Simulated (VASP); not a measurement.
# CsBr (Pm-3m) in VASP: further runs

The runs below take CsBr through electric field gradients, with r2SCAN.

Program: VASP 6.6.1. These are calculated values, not measurements. Logs are shortened: lines on timing, memory, paths and dates and some standing lists are left out, and cuts for length are marked.

### 1 The cell of the first run

Symmetry: Pm-3m, No. 221, cubic system. Conventional cell: a = 3.402 Å, b = 3.402 Å, c = 3.402 Å, α = 90.00°, β = 90.00°, γ = 90.00°. Within 3.9 Å of Cs (site symmetry m-3m) lie 8 Br at 2.95 Å and 6 Cs at 3.40 Å. Within 3.9 Å of Br (site symmetry m-3m) lie 8 Cs at 2.95 Å and 6 Br at 3.40 Å.

### 2 Electric field gradients, r2SCAN (19.68 Å³/atom)

Input file POSCAR:

```
CsBr
1.0
    3.4018004544      0.0000000000      0.0000000000
    0.0000000000      3.4018004544      0.0000000000
    0.0000000000      0.0000000000      3.4018004544
Cs Br
1 1
Direct
    0.0000000000      0.0000000000      0.0000000000
    0.5000000000      0.5000000000      0.5000000000
```

Input file INCAR.step1:

```
SYSTEM = CsBr
PREC = Accurate ; ENCUT = 440
ISMEAR = -1 ; SIGMA = 0.03
LREAL = .False. ; LASPH = .True.
NELM = 120 ; NBANDS = 15
GGA = PE ; ALGO = Normal
EDIFF = 1E-5 ; LWAVE = .True.
LCHARG = .False. ; GGA_COMPAT = .False.
```

Input file INCAR.step2:

```
SYSTEM = CsBr
PREC = Accurate ; ENCUT = 440
EDIFF = 1E-8 ; ISMEAR = -1
SIGMA = 0.03 ; LREAL = .False.
LASPH = .True. ; NELM = 120
ALGO = Normal ; ISIF = 2
LWAVE = .False. ; LCHARG = .False.
METAGGA = R2SCAN ; LMIXTAU = .True.
LEFG = .True. ; NBANDS = 15
ISTART = 1 ; GGA_COMPAT = .False.
```

Input file KPOINTS:

```
regular mesh
0
Gamma
  7 7 7
  0 0 0
```

Potentials or basis: VASP PAW PBE potentials, release 64 (Cs_sv, Br).

On the command line:

```
$ cat potpaw_PBE.64/Cs_sv/POTCAR potpaw_PBE.64/Br/POTCAR > POTCAR
$ cp INCAR.step1 INCAR
$ mpirun -np 1 vasp_std > vasp.out
$ cp INCAR.step2 INCAR
$ mpirun -np 1 vasp_std > vasp.out
```

OUTCAR:

```text
SYSTEM = CsBr
   PREC = Accurate
   ENCUT = 440
   EDIFF = 1E-8
   ISMEAR = -1
   LREAL = .False.
   LASPH = .True.
   NELM = 120
   ISIF = 2
   METAGGA = R2SCAN
   ISTART = 1

 ion  position               nearest neighbor table
   1  0.000  0.000  0.000-   2 2.95   2 2.95   2 2.95   2 2.95   2 2.95   2 2.95   2 2.95   2 2.95

   2  0.500  0.500  0.500-   1 2.95   1 2.95   1 2.95   1 2.95   1 2.95   1 2.95   1 2.95   1 2.95

  LATTYP: Found a simple cubic cell.
 ALAT       =     3.4018004544

  Lattice vectors:

 A1 = (   3.4018004544,   0.0000000000,   0.0000000000)
 A2 = (   0.0000000000,   3.4018004544,   0.0000000000)
 A3 = (   0.0000000000,   0.0000000000,   3.4018004544)

Analysis of symmetry for initial positions (statically):
=====================================================================
 Subroutine PRICEL returns:
 Original cell was already a primitive cell.

 Routine SETGRP: Setting up the symmetry group for a
 simple cubic supercell.

 Subroutine GETGRP returns: Found 48 space group operations
 (whereof 48 operations were pure point group operations)
 out of a pool of 48 trial point group operations.

The static configuration has the point symmetry O_h .

Analysis of symmetry for dynamics (positions and initial velocities):
=====================================================================
 Subroutine PRICEL returns:
 Original cell was already a primitive cell.

 Routine SETGRP: Setting up the symmetry group for a
 simple cubic supercell.

 Subroutine GETGRP returns: Found 48 space group operations
 (whereof 48 operations were pure point group operations)
 out of a pool of 48 trial point group operations.

The dynamic configuration has the point symmetry O_h .

 Subroutine INISYM returns: Found 48 space group operations
 (whereof 48 operations are pure point group operations),
 and found     1 'primitive' translations

----------------------------------------------------------------------------------------

                                     Primitive cell

  volume of cell :      39.3665

  direct lattice vectors                    reciprocal lattice vectors
     3.401800454  0.000000000  0.000000000     0.293961981  0.000000000  0.000000000
     0.000000000  3.401800454  0.000000000     0.000000000  0.293961981  0.000000000
     0.000000000  0.000000000  3.401800454     0.000000000  0.000000000  0.293961981

  length of vectors
     3.401800454  3.401800454  3.401800454     0.293961981  0.293961981  0.293961981

  position of ions in fractional coordinates (direct lattice)
     0.000000000  0.000000000  0.000000000
     0.500000000  0.500000000  0.500000000

  ion indices of the primitive-cell ions
   primitive index   ion index
                 1           1
                 2           2

----------------------------------------------------------------------------------------

 KPOINTS: regular mesh

Automatic generation of k-mesh.
 Grid dimensions read from file:
 generate k-points for:    7    7    7

 Generating k-lattice:

  Cartesian coordinates                     Fractional coordinates (reciprocal lattice)
     0.041994569  0.000000000  0.000000000     0.142857143  0.000000000  0.000000000
     0.000000000  0.041994569  0.000000000     0.000000000  0.142857143  0.000000000
     0.000000000  0.000000000  0.041994569     0.000000000  0.000000000  0.142857143

  Length of vectors
     0.041994569  0.041994569  0.041994569

  Shift w.r.t. Gamma in fractional coordinates (k-lattice)
     0.000000000  0.000000000  0.000000000

 Subroutine IBZKPT returns following result:
 ===========================================

 Found     20 irreducible k-points:

 Following reciprocal coordinates:
            Coordinates               Weight
  0.000000  0.000000  0.000000      1.000000
  0.142857  0.000000  0.000000      6.000000
  0.285714  0.000000  0.000000      6.000000
  0.428571  0.000000  0.000000      6.000000
  0.142857  0.142857  0.000000     12.000000
  0.285714  0.142857  0.000000     24.000000
[... 12 lines left out ...]
  0.428571  0.428571  0.285714     24.000000
  0.428571  0.428571  0.428571      8.000000
   k-points           NKPTS =     20   k-points in BZ     NKDIM =     20   number of bands    NBANDS=     15
   number of dos      NEDOS =    301   number of ions     NIONS =      2
   total plane-waves  NPLWV =  13824
   dimension x,y,z NGX =    24 NGY =   24 NGZ =   24
   dimension x,y,z NGXF=    48 NGYF=   48 NGZF=   48
   ions per type =               1   1
   NGX,Y,Z   is equivalent  to a cutoff of  11.73, 11.73, 11.73 a.u.
   NGXF,Y,Z  is equivalent  to a cutoff of  23.46, 23.46, 23.46 a.u.
 SYSTEM =  CsBr
   PREC   = accura    normal or accurate (medium, high low for compatibility)
   ISTART =      1    job   : 0-new  1-cont  2-samecut
   ICHARG =      0    charge: 1-file 2-atom 10-const
   ISPIN  =      1    spin polarized calculation?
   LNONCOLLINEAR =      F non collinear calculations
   LSORBIT =      F    spin-orbit coupling
   LASPH  =      T    aspherical Exc in radial PAW
   ENCUT  =  440.0 eV  32.34 Ry    5.69 a.u.   5.82  5.82  5.82*2*pi/ulx,y,z
   NELM   =    120;   NELMIN=  2; NELMDL=  0     # of ELM steps
   EDIFF  = 0.1E-07   stopping-criterion for ELM
   LREAL  =      F    real-space projection
   EDIFFG = 0.1E-06   stopping-criterion for IOM
   NSW    =      0    number of steps for IOM
   IBRION =     -1    ionic relax: 0-MD 1-quasi-New 2-CG
   NFREE  =      0    steps in history (QN), initial steepest desc. (CG)
   ISIF   =      2    stress and relaxation
   ISYM   =      2    0-nonsym 1-usesym 2-fastsym
   POTIM  = 0.5000    time-step for ionic-motion
   TEBEG  =    0.0;   TEEND  =   0.0 temperature during run
   PSTRESS=    0.0 pullay stress
   NELECT =      16.0000    total number of electrons
   NUPDOWN=      -1.0000    fix difference up-down
   EMIN   =  10.00;   EMAX   =-10.00  energy-range for DOS
   EFERMI =   0.00;   METHOD = LEGACY
   ISMEAR =    -1;   SIGMA  =   0.03  broadening in eV -4-tet -1-fermi 0-gaus
   EFERMI_NEDOS =   21; number of points for ismear=-14 and -15
   IALGO  =     38    algorithm
   IMIX   =      4    mixing-type and parameters
     AMIX     =   0.40;   BMIX     =  1.00
     AMIX_MAG =   1.60;   BMIX_MAG =  1.00
  volume/ion in A,a.u.               =      19.68       132.83
  Fermi-wavevector in a.u.,A,eV,Ry     =   1.212661  2.291597 20.007995  1.470546
  Thomas-Fermi vector in A             =   2.348138
   LORBIT       =      0    0 simple, 1 ext, 2 COOP (PROOUT), +10 PAW based schemes
   METAGGA = R2SCAN    functional components
   LHFCALC =     F    Hartree Fock is set to
   AEXX    =    0.0000 exact exchange contribution
   IVDW    =     0    specifies the selected vdW correction
   LEPSILON=     F    determine dielectric tensor
   LRPA    =     F    only Hartree local field effects (RPA)
 non-spin polarized calculation
  energy-cutoff  :      440.00
  volume of cell :       39.37
 maximum number of plane-waves:       846
 NGX is ok and might be reduce to    24
   NGX = 11   NGY = 11   NGZ = 11

 number of electron      15.9999996 magnetization

 Free energy of the ion-electron system (eV)
  ---------------------------------------------------
  ext. energy  EPLUGINS =         0.00000000
  ---------------------------------------------------
  free energy    TOTEN  =       -37.91738836 eV

  energy without entropy =      -37.91738836  energy(sigma->0) =      -37.91738836

 E-fermi :   6.5942     XC(G=0): -12.1072

 val. band max:        6.0113075960   @ k =   0.0000   0.0000   0.0000
 cond. band min:       8.3297617270   @ k =   0.0000   0.0000   0.0000
 fundamental gap:      2.3184541310
 Fermi energy:         6.5941905831

 k-point     1 :       0.0000    0.0000    0.0000
  band No.  band energies     occupation
      1     -16.4629      2.00000
      2      -8.7160      2.00000
      3      -1.5882      2.00000
      4      -1.5882      2.00000
      5      -1.5882      2.00000
      6       6.0113      2.00000
      7       6.0113      2.00000
      8       6.0113      2.00000
      9       8.3298      0.00000
     10       8.3298      0.00000
     11      16.1789      0.00000
     12      16.5813      0.00000
     13      16.5813      0.00000
     14      16.5813      0.00000
[... 329 lines left out ...]
      2      -8.8442      2.00000
      3      -3.2336      2.00000
      4      -3.0474      2.00000
      5      -3.0474      2.00000
      6       1.0248      2.00000
      7       1.0248      2.00000
      8       1.6958      2.00000
      9      16.6385      0.00000
     10      17.9360      0.00000
     11      17.9360      0.00000
     12      19.7674      0.00000
     13      19.7674      0.00000
     14      20.9351      0.00000
     15      22.9920      0.00000

------------------------ aborting loop because EDIFF is reached ----------------------------------------

  FORCE on cell =-STRESS in cart. coord.  units (eV):
  Direction    XX          YY          ZZ          XY          YZ          ZX
  --------------------------------------------------------------------------------------
  -------------------------------------------------------------------------------------
  Total       16.7349653     16.7349653     16.7349653      0.0000000     -0.0000000     -0.0000000
  in kB      681.0968860    681.0968860    681.0968860      0.0000000     -0.0000000     -0.0000000
  external PRESSURE =     681.0968860 kB  Pullay stress =       0.0000000 kB

 VOLUME and BASIS-vectors are now :
 -----------------------------------------------------------------------------
  energy-cutoff  :      440.00
  volume of cell :       39.37
      direct lattice vectors                 reciprocal lattice vectors
     3.401800454  0.000000000  0.000000000     0.293961981  0.000000000  0.000000000
     0.000000000  3.401800454  0.000000000     0.000000000  0.293961981  0.000000000
     0.000000000  0.000000000  3.401800454     0.000000000  0.000000000  0.293961981

 POSITION                                       TOTAL-FORCE (eV/Angst)
 -----------------------------------------------------------------------------------
      0.00000      0.00000      0.00000         0.000000      0.000000      0.000000
      1.70090      1.70090      1.70090         0.000000      0.000000      0.000000
 -----------------------------------------------------------------------------------
    total drift:                                0.000000      0.000000     -0.000000

  FREE ENERGIE OF THE ION-ELECTRON SYSTEM (eV)
  ---------------------------------------------------
  free  energy   TOTEN  =       -37.9173883608 eV

  energy  without entropy=      -37.9173883608  energy(sigma->0) =      -37.91738836

 Electric field gradients (V/A^2)
---------------------------------------------------------------------
 ion       V_xx      V_yy      V_zz      V_xy      V_xz      V_yz
---------------------------------------------------------------------
   1      -0.000    -0.000    -0.000    -0.000    -0.000     0.000
   2      -0.000    -0.000     0.000    -0.000     0.000     0.000
---------------------------------------------------------------------

 Electric field gradients after diagonalization (V/A^2)
 (convention: |V_zz| > |V_xx| > |V_yy|)
----------------------------------------------------------------------
 ion       V_xx      V_yy      V_zz     asymmetry (V_yy - V_xx)/ V_zz
----------------------------------------------------------------------
   1      -0.000    -0.000    -0.000      -0.004
   2      -0.000    -0.000     0.000       0.084
----------------------------------------------------------------------

           NMR quadrupolar parameters

 Cq : quadrupolar parameter    Cq=e*Q*V_zz/h
 eta: asymmetry parameters     (V_yy - V_xx)/ V_zz
 Q  : nuclear electric quadrupole moment in mb (millibarn)
----------------------------------------------------------------------
 ion       Cq(MHz)       eta       Q (mb)
----------------------------------------------------------------------
   1      -0.000      -0.004       1.000
   2       0.000       0.084       1.000
----------------------------------------------------------------------
```

It took 49 s on 1 thread of Intel Xeon 8259CL, shared host; peak memory 0.15 GiB.

Results:

| Item | Value |
| --- | --- |
| Free energy | -37.9174 eV |
| Pressure | 68.1 GPa |
| Band gap on the k mesh | 2.32 eV |
| Largest electric field gradient by atom | zero within the noise of the run |

Caveat: the cell stands under pressure; the PAW data sets were made with another functional, which shifts forces and pressure a little; spin-orbit coupling is left out, which moves the levels of the heavy elements; an odd mesh through Γ misses points on the zone boundary, where band edges can lie.

(Continued in part 2 of 2.)
